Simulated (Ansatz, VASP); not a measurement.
# Al in VASP and in Ansatz

```
Al
1.0
    -1.59122    1.59122    1.59122
     1.59122   -1.59122    1.59122
     1.59122    1.59122   -1.59122
Al
1
Direct
  0.00000 0.00000 0.00000
```

Alike in both runs: task single point; functional HF; k mesh 6 × 6 × 6; occupations fermi-dirac, width 0.05 eV; no spin polarisation.

|  | VASP | Ansatz |
| --- | --- | --- |
| version | VASP 6.6.1 | Ansatz 0.2.0 |
| potentials or method | VASP PAW PBE potentials, release 64 (Al) | Ansatz PAW |
| plane-wave cutoff (eV) | 520 | 420 |
| valence electrons in the cell | 3 | 3 |

```csv
,VASP,Ansatz,Ansatz less VASP
gap on the k mesh at the Fermi level (eV),none,none,-
pressure (GPa),18.0,9.7,-8.29
```

VASP's potentials were made for PBE, not for HF. A gap of «none» marks a metal or a gap that the smearing closes. The functional is the same, so the differences come from potentials, cutoffs and numerics.

The k mesh is coarse, so the values compare programs but aren't converged.
